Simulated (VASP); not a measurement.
# LiF (I-42m) in VASP: notebook

Runs on LiF. Level: PBE. Tasks: single point, relaxation of cell and atoms.

Everything below comes from runs of VASP 6.6.1. Logs are shortened: lines on timing, memory, paths and dates and some standing lists are left out, and cuts for length are marked.

### 1 The cell of the first run

Symmetry: I-42m, No. 121, tetragonal system. Conventional cell: a = 5.942 Å, b = 5.942 Å, c = 7.794 Å, α = 90.00°, β = 90.00°, γ = 90.00°. Within 2.4 Å of Li (site symmetry m) lie 4 F at 1.79 to 1.99 Å and 1 Li at 2.29 Å. Within 2.5 Å of Li (site symmetry -42m) lie 4 F at 1.89 Å. F (site symmetry m) has 4 Li at 1.79 to 1.99 Å within 2.4 Å. Within 2.5 Å of F (site symmetry -42m) lie 4 Li at 1.87 Å.

The cell was generated, and may not be a known phase.

### 2 Single point, PBE

INCAR

```
SYSTEM = LiF
PREC = Accurate ; ENCUT = 520
EDIFF = 1E-6 ; ISMEAR = 0
SIGMA = 0.02 ; LREAL = .False.
LASPH = .True. ; NELM = 100
ALGO = Normal ; ISIF = 2
LWAVE = .False. ; LCHARG = .True.
GGA = PE ; LELF = .True.
LVHAR = .True. ; NBANDS = 36
```

KPOINTS

```
regular mesh
0
Gamma
  6 6 6
  0 0 0
```

POSCAR

```
LiF
1.0
   -2.9712422000      2.9712422000      3.8968642000
    2.9712422000     -2.9712422000      3.8968642000
    2.9712422000      2.9712422000     -3.8968642000
Li F
5 5
Direct
    0.1738320000      0.4462190000      0.0000000000
    0.5537810000      0.5537810000      0.7276130000
    0.0000000000      0.0000000000      0.0000000000
    0.8261680000      0.8261680000      0.2723870000
    0.4462190000      0.1738320000      0.0000000000
    0.3311770000      0.3311770000      0.3019620000
    0.9707850000      0.6688230000      0.0000000000
    0.6688230000      0.9707850000      0.0000000000
    0.0292150000      0.0292150000      0.6980380000
    0.5000000000      0.5000000000      0.0000000000
```

Potentials or basis: VASP PAW PBE potentials, release 64 (Li_sv, F).

On the command line:

```
cat potpaw_PBE.64/Li_sv/POTCAR potpaw_PBE.64/F/POTCAR > POTCAR
mpirun -np 1 vasp_std > vasp.out
```

OUTCAR:

```text
SYSTEM = LiF
   PREC = Accurate
   ENCUT = 520
   EDIFF = 1E-6
   ISMEAR = 0
   LREAL = .False.
   LASPH = .True.
   NELM = 100
   ISIF = 2
   GGA = PE

 ion  position               nearest neighbor table
   1  0.174  0.446  0.000-   7 1.79  10 1.87   9 1.99   6 1.99   5 2.29
   2  0.554  0.554  0.728-   6 1.79  10 1.87   8 1.99   7 1.99   4 2.29
   3  0.000  0.000  0.000-   6 1.89   7 1.89   8 1.89   9 1.89
   4  0.826  0.826  0.272-   9 1.79  10 1.87   7 1.99   8 1.99   2 2.29
   5  0.446  0.174  0.000-   8 1.79  10 1.87   9 1.99   6 1.99   1 2.29
   6  0.331  0.331  0.302-   2 1.79   3 1.89   1 1.99   5 1.99
   7  0.971  0.669  0.000-   1 1.79   3 1.89   2 1.99   4 1.99
   8  0.669  0.971  0.000-   5 1.79   3 1.89   2 1.99   4 1.99
   9  0.029  0.029  0.698-   4 1.79   3 1.89   1 1.99   5 1.99
  10  0.500  0.500  0.000-   4 1.87   1 1.87   5 1.87   2 1.87

  LATTYP: Found a body centered tetragonal cell.
 ALAT       =     5.9424844000
 C/A-ratio  =     1.3115269432

  Lattice vectors:

 A1 = (  -2.9712422000,   2.9712422000,   3.8968642000)
 A2 = (   2.9712422000,  -2.9712422000,   3.8968642000)
 A3 = (   2.9712422000,   2.9712422000,  -3.8968642000)

Analysis of symmetry for initial positions (statically):
=====================================================================
 Subroutine PRICEL returns:
 Original cell was already a primitive cell.

 Routine SETGRP: Setting up the symmetry group for a
 body centered tetragonal supercell.

 Subroutine GETGRP returns: Found  8 space group operations
 (whereof  8 operations were pure point group operations)
 out of a pool of 16 trial point group operations.

The static configuration has the point symmetry D_2d.

Analysis of symmetry for dynamics (positions and initial velocities):
=====================================================================
 Subroutine PRICEL returns:
 Original cell was already a primitive cell.

 Routine SETGRP: Setting up the symmetry group for a
 body centered tetragonal supercell.

 Subroutine GETGRP returns: Found  8 space group operations
 (whereof  8 operations were pure point group operations)
 out of a pool of 16 trial point group operations.

The dynamic configuration has the point symmetry D_2d.

 Subroutine INISYM returns: Found  8 space group operations
 (whereof  8 operations are pure point group operations),
 and found     1 'primitive' translations

----------------------------------------------------------------------------------------

                                     Primitive cell

  volume of cell :     137.6104

  direct lattice vectors                    reciprocal lattice vectors
    -2.971242200  2.971242200  3.896864200     0.000000000  0.168279785  0.128308295
     2.971242200 -2.971242200  3.896864200     0.168279785  0.000000000  0.128308295
     2.971242200  2.971242200 -3.896864200     0.168279785  0.168279785  0.000000000

  length of vectors
     5.730803697  5.730803697  5.730803697     0.211615464  0.211615464  0.237983555

  position of ions in fractional coordinates (direct lattice)
     0.173832000  0.446219000  0.000000000
     0.553781000  0.553781000  0.727613000
     0.000000000  0.000000000  0.000000000
     0.826168000  0.826168000  0.272387000
     0.446219000  0.173832000  0.000000000
     0.331177000  0.331177000  0.301962000
     0.970785000  0.668823000  0.000000000
     0.668823000  0.970785000  0.000000000
     0.029215000  0.029215000  0.698038000
     0.500000000  0.500000000  0.000000000

  ion indices of the primitive-cell ions
   primitive index   ion index
                 1           1
                 2           2
                 3           3
                 4           4
                 5           5
                 6           6
                 7           7
                 8           8
                 9           9
                10          10

----------------------------------------------------------------------------------------

 KPOINTS: regular mesh

Automatic generation of k-mesh.
 Grid dimensions read from file:
 generate k-points for:    6    6    6

 Generating k-lattice:

  Cartesian coordinates                     Fractional coordinates (reciprocal lattice)
     0.000000000  0.028046631  0.021384716     0.166666667  0.000000000  0.000000000
     0.028046631  0.000000000  0.021384716     0.000000000  0.166666667  0.000000000
     0.028046631  0.028046631  0.000000000     0.000000000  0.000000000  0.166666667

  Length of vectors
     0.035269244  0.035269244  0.039663926

  Shift w.r.t. Gamma in fractional coordinates (k-lattice)
     0.000000000  0.000000000  0.000000000

 Subroutine IBZKPT returns following result:
 ===========================================

 Found     30 irreducible k-points:

 Following reciprocal coordinates:
            Coordinates               Weight
  0.000000  0.000000  0.000000      1.000000
  0.166667  0.000000  0.000000      8.000000
  0.333333  0.000000 -0.000000      8.000000
  0.500000  0.000000  0.000000      4.000000
  0.166667  0.166667  0.000000      8.000000
  0.333333  0.166667 -0.000000     16.000000
[... 16 lines left out ...]
 -0.333333 -0.333333  0.166667      8.000000
 -0.166667 -0.333333  0.166667      8.000000
 [... further k-points ...]
   k-points           NKPTS =     30   k-points in BZ     NKDIM =     30   number of bands    NBANDS=     36
   number of dos      NEDOS =    301   number of ions     NIONS =     10
   total plane-waves  NPLWV = 110592
   dimension x,y,z NGX =    48 NGY =   48 NGZ =   48
   dimension x,y,z NGXF=    96 NGYF=   96 NGZF=   96
   ions per type =               5   5
   NGX,Y,Z   is equivalent  to a cutoff of  13.92, 13.92, 13.92 a.u.
   NGXF,Y,Z  is equivalent  to a cutoff of  27.85, 27.85, 27.85 a.u.
 SYSTEM =  LiF
   PREC   = accura    normal or accurate (medium, high low for compatibility)
   ISTART =      0    job   : 0-new  1-cont  2-samecut
   ICHARG =      2    charge: 1-file 2-atom 10-const
   ISPIN  =      1    spin polarized calculation?
   LNONCOLLINEAR =      F non collinear calculations
   LSORBIT =      F    spin-orbit coupling
   LASPH  =      T    aspherical Exc in radial PAW
   ENCUT  =  520.0 eV  38.22 Ry    6.18 a.u.  10.66 10.66 10.66*2*pi/ulx,y,z
   NELM   =    100;   NELMIN=  2; NELMDL= -5     # of ELM steps
   EDIFF  = 0.1E-05   stopping-criterion for ELM
   LREAL  =      F    real-space projection
   EDIFFG = 0.1E-04   stopping-criterion for IOM
   NSW    =      0    number of steps for IOM
   IBRION =     -1    ionic relax: 0-MD 1-quasi-New 2-CG
   NFREE  =      0    steps in history (QN), initial steepest desc. (CG)
   ISIF   =      2    stress and relaxation
   ISYM   =      2    0-nonsym 1-usesym 2-fastsym
   POTIM  = 0.5000    time-step for ionic-motion
   TEBEG  =    0.0;   TEEND  =   0.0 temperature during run
   PSTRESS=    0.0 pullay stress
   NELECT =      50.0000    total number of electrons
   NUPDOWN=      -1.0000    fix difference up-down
   EMIN   =  10.00;   EMAX   =-10.00  energy-range for DOS
   EFERMI =   0.00;   METHOD = LEGACY
   ISMEAR =     0;   SIGMA  =   0.02  broadening in eV -4-tet -1-fermi 0-gaus
   EFERMI_NEDOS =   21; number of points for ismear=-14 and -15
   IALGO  =     38    algorithm
   IMIX   =      4    mixing-type and parameters
     AMIX     =   0.40;   BMIX     =  1.00
     AMIX_MAG =   1.60;   BMIX_MAG =  1.00
  volume/ion in A,a.u.               =      13.76        92.86
  Fermi-wavevector in a.u.,A,eV,Ry     =   1.168192  2.207564 18.567510  1.364673
  Thomas-Fermi vector in A             =   2.304682
   LORBIT       =      0    0 simple, 1 ext, 2 COOP (PROOUT), +10 PAW based schemes
   GGA     = PE    functional components
   LHFCALC =     F    Hartree Fock is set to
   AEXX    =    0.0000 exact exchange contribution
   IVDW    =     0    specifies the selected vdW correction
   LEPSILON=     F    determine dielectric tensor
   LRPA    =     F    only Hartree local field effects (RPA)
 non-spin polarized calculation
 Gauss-broadening in eV      SIGMA  =   0.02
  energy-cutoff  :      520.00
  volume of cell :      137.61
 maximum number of plane-waves:      3736
 NGX is ok and might be reduce to    48
   NGX = 21   NGY = 21   NGZ = 21

 number of electron      50.0000014 magnetization

 Free energy of the ion-electron system (eV)
  ---------------------------------------------------
  ext. energy  EPLUGINS =         0.00000000
  ---------------------------------------------------
  free energy    TOTEN  =       -47.31828605 eV

  energy without entropy =      -47.31828605  energy(sigma->0) =      -47.31828605

 E-fermi :  -3.7936     XC(G=0):  -7.1740

 val. band max:       -4.0002795196   @ k =   0.5000   0.5000   0.0000
 cond. band min:       2.6954370454   @ k =   0.0000   0.0000   0.0000
 fundamental gap:      6.6957165650
 Fermi energy:        -3.7935579137

 k-point     1 :       0.0000    0.0000    0.0000
  band No.  band energies     occupation
      1     -44.7610      2.00000
      2     -44.7404      2.00000
      3     -44.6855      2.00000
      4     -44.6855      2.00000
      5     -44.6693      2.00000
      6     -23.2205      2.00000
[... 28 lines left out ...]
     35      10.2881      0.00000
     36      10.9570      0.00000

 k-point     2 :       0.1667    0.0000    0.0000
  band No.  band energies     occupation
      1     -44.7596      2.00000
      2     -44.7416      2.00000
      3     -44.6856      2.00000
      4     -44.6855      2.00000
      5     -44.6694      2.00000
      6     -23.2268      2.00000
[... 28 lines left out ...]
     35      10.2854      0.00000
     36      10.8644      0.00000

 k-point     3 :       0.3333    0.0000   -0.0000
  band No.  band energies     occupation
      1     -44.7557      2.00000
      2     -44.7452      2.00000
      3     -44.6857      2.00000
      4     -44.6855      2.00000
      5     -44.6696      2.00000
      6     -23.2352      2.00000
[... 28 lines left out ...]
     35      10.7015      0.00000
     36      11.3573      0.00000

 k-point     4 :       0.5000    0.0000    0.0000
  band No.  band energies     occupation
      1     -44.7512      2.00000
      2     -44.7495      2.00000
      3     -44.6858      2.00000
      4     -44.6854      2.00000
      5     -44.6697      2.00000
      6     -23.2386      2.00000
[... 28 lines left out ...]
     35      10.9176      0.00000
     36      11.0657      0.00000

 k-point     5 :       0.1667    0.1667    0.0000
  band No.  band energies     occupation
      1     -44.7571      2.00000
      2     -44.7439      2.00000
      3     -44.6856      2.00000
      4     -44.6856      2.00000
      5     -44.6696      2.00000
      6     -23.2348      2.00000
[... 655 lines left out ...]
 k-point    22 :      -0.1667    0.5000    0.1667
  band No.  band energies     occupation
      1     -44.7510      2.00000
      2     -44.7493      2.00000
      3     -44.6857      2.00000
      4     -44.6855      2.00000
      5     -44.6701      2.00000
      6     -23.2418      2.00000
[... 28 lines left out ...]
     35      10.6780      0.00000
     36      11.3360      0.00000

 k-point    23 :      -0.3333   -0.3333    0.1667
  band No.  band energies     occupation
      1     -44.7521      2.00000
      2     -44.7480      2.00000
      3     -44.6856      2.00000
      4     -44.6856      2.00000
      5     -44.6704      2.00000
      6     -23.2442      2.00000
[... 28 lines left out ...]
     35      10.7349      0.00000
     36      11.4626      0.00000

 k-point    24 :      -0.1667   -0.3333    0.1667
  band No.  band energies     occupation
      1     -44.7553      2.00000
      2     -44.7453      2.00000
      3     -44.6856      2.00000
      4     -44.6855      2.00000
      5     -44.6700      2.00000
      6     -23.2413      2.00000
[... 28 lines left out ...]
     35      10.9940      0.00000
     36      11.2157      0.00000

 [... further k-points ...]

------------------------ aborting loop because EDIFF is reached ----------------------------------------

  FORCE on cell =-STRESS in cart. coord.  units (eV):
  Direction    XX          YY          ZZ          XY          YZ          ZX
  --------------------------------------------------------------------------------------
  -------------------------------------------------------------------------------------
  Total       -0.0709473     -0.0709473     -0.1375823      0.0000000      0.0000000      0.0000000
  in kB       -0.8260285     -0.8260285     -1.6018503      0.0000000      0.0000000      0.0000000
  external PRESSURE =      -1.0846358 kB  Pullay stress =       0.0000000 kB

 VOLUME and BASIS-vectors are now :
 -----------------------------------------------------------------------------
  energy-cutoff  :      520.00
  volume of cell :      137.61
      direct lattice vectors                 reciprocal lattice vectors
    -2.971242200  2.971242200  3.896864200     0.000000000  0.168279785  0.128308295
     2.971242200 -2.971242200  3.896864200     0.168279785  0.000000000  0.128308295
     2.971242200  2.971242200 -3.896864200     0.168279785  0.168279785  0.000000000

 POSITION                                       TOTAL-FORCE (eV/Angst)
 -----------------------------------------------------------------------------------
      0.80933     -0.80933      2.41625        -0.003316      0.003316     -0.005043
      2.16191      2.16191      1.48061         0.003316      0.003316      0.005043
      0.00000      0.00000      0.00000        -0.000000     -0.000000      0.000000
      0.80933      0.80933      5.37747        -0.003316     -0.003316      0.005043
     -0.80933      0.80933      2.41625         0.003316     -0.003316     -0.005043
      0.89720      0.89720      1.40440        -0.008014     -0.008014      0.000663
     -0.89720      0.89720      6.38933         0.008014     -0.008014     -0.000663
      0.89720     -0.89720      6.38933        -0.008014      0.008014     -0.000663
      2.07404      2.07404     -2.49247         0.008014      0.008014      0.000663
      0.00000      0.00000      3.89686        -0.000000      0.000000     -0.000000
 -----------------------------------------------------------------------------------
    total drift:                                0.000003      0.000003      0.000004

  FREE ENERGIE OF THE ION-ELECTRON SYSTEM (eV)
  ---------------------------------------------------
  free  energy   TOTEN  =       -47.3182860459 eV

  energy  without entropy=      -47.3182860459  energy(sigma->0) =      -47.31828605
```

Run time: 2 min. Hardware: 1 thread of Intel Xeon 6975P-C (Granite Rapids), shared host; peak memory 0.36 GiB.

What came out:

* Free energy: -47.3183 eV
* Largest force: 0.011 eV/Å
* Band gap on the k mesh: 6.70 eV (least direct gap 6.71 eV)

Forces in eV/Å, atoms in the order of the input:
```
Li  -0.003  0.003 -0.005
Li   0.003  0.003  0.005
Li   0.000  0.000  0.000
Li  -0.003 -0.003  0.005
Li   0.003 -0.003 -0.005
F   -0.008 -0.008  0.001
F    0.008 -0.008 -0.001
F   -0.008  0.008 -0.001
F    0.008  0.008  0.001
F    0.000  0.000  0.000
```

Caveat: the cutoff is under 1.25 times the usual one of these potentials, so pressure, stress and relaxed cells hold a basis-set (Pulay) error. A k mesh can miss the band edges.

### 3 Relaxation of cell and atoms, PBE

INCAR

```
SYSTEM = LiF
ALGO = Normal ; EDIFF = 1E-6
EDIFFG = -0.01 ; ENCUT = 600
GGA = PE ; IBRION = 2
ISIF = 3 ; ISMEAR = 0
LASPH = .True. ; LCHARG = .False.
LREAL = .False. ; LWAVE = .False.
NELM = 100 ; NSW = 100
PREC = Accurate ; SIGMA = 0.02
```

KPOINTS

```
k-points
0
Gamma
  6 6 6
  0 0 0
```

POSCAR is that of step 2.

Potentials or basis: VASP PAW PBE potentials, release 64 (Li_sv, F).

On the command line:

```
cat potpaw_PBE.64/Li_sv/POTCAR potpaw_PBE.64/F/POTCAR > POTCAR
mpirun -np 1 vasp_std > vasp.out
```

Wall time 3.5 min (1 thread of Intel Xeon 6975P-C (Granite Rapids), shared host); peak memory 0.38 GiB.

The run converged. Its results:

- Free energy: -47.3301 eV
- Relaxed volume: 13.66 Å³/atom
- Relaxed cell: a = 5.716 Å, b = 5.716 Å, c = 5.716 Å, α = 117.51°, β = 117.51°, γ = 94.36°
- Space group after relaxing (to 0.1 Å): I-42m (No. 121)
- Energy gained by relaxing: 0.1 meV/atom
- Ionic steps: 5
- Pressure after relaxing: 0.0 GPa
- Largest force after relaxing: 0.005 eV/Å
- Band gap on the k mesh: 6.72 eV (least direct gap 6.73 eV)

Forces on the atoms (eV/Å):
```
Li  -0.001  0.001 -0.005
Li   0.001  0.001  0.005
Li   0.000  0.000  0.000
Li  -0.001 -0.001  0.005
Li   0.001 -0.001 -0.005
F    0.003  0.003 -0.003
F   -0.003  0.003  0.003
F    0.003 -0.003  0.003
F   -0.003 -0.003 -0.003
F    0.000  0.000  0.000
```

The path:
| step | energy change (eV) | largest force (eV/Å) | pressure (GPa) | volume (Å³) |
| --- | --- | --- | --- | --- |
| 1 | 0.0000 | 0.0122 | -0.28 | 137.61 |
| 2 | -0.0006 | 0.0059 | -0.14 | 137.13 |
| 3 | -0.0008 | 0.0134 | -0.01 | 136.68 |
| 4 | -0.0008 | 0.0139 | -0.01 | 136.66 |
| 5 | -0.0009 | 0.0050 | 0.00 | 136.61 |

Final structure:
```
CELL_PARAMETERS angstrom
-2.96487 2.96487 3.88517
2.96487 -2.96487 3.88517
2.96487 2.96487 -3.88517
ATOMIC_POSITIONS crystal
Li 0.17374 0.44608 0.00000
Li 0.55392 0.55392 0.72766
Li 0.00000 0.00000 0.00000
Li 0.82626 0.82626 0.27234
Li 0.44608 0.17374 0.00000
F 0.33112 0.33112 0.30186
F 0.97074 0.66888 0.00000
F 0.66888 0.97074 0.00000
F 0.02926 0.02926 0.69814
F 0.50000 0.50000 0.00000
```

Levels at points of the mesh, in eV from the valence-band top:
| k point | band 22 | band 23 | band 24 | band 25 | band 26 | band 27 | band 28 | band 29 |
| --- | --- | --- | --- | --- | --- | --- | --- | --- |
| (0.00, 0.00, 0.00) | -0.19 | -0.02 | -0.01 | -0.01 | 6.72 | 10.94 | 11.49 | 11.49 |
| (0.50, 0.00, 0.00) | -0.27 | -0.25 | -0.17 | -0.11 | 8.39 | 8.43 | 11.10 | 11.23 |
| (0.50, 0.50, 0.00) | -0.25 | -0.20 | -0.11 | 0.00 | 8.38 | 9.79 | 10.11 | 10.66 |
| (0.50, 0.50, 0.50) | -0.22 | -0.22 | -0.21 | -0.06 | 8.73 | 9.41 | 9.64 | 10.27 |

Caveat: the cutoff is under 1.25 times the usual one of these potentials, so pressure, stress and relaxed cells hold a basis-set (Pulay) error.
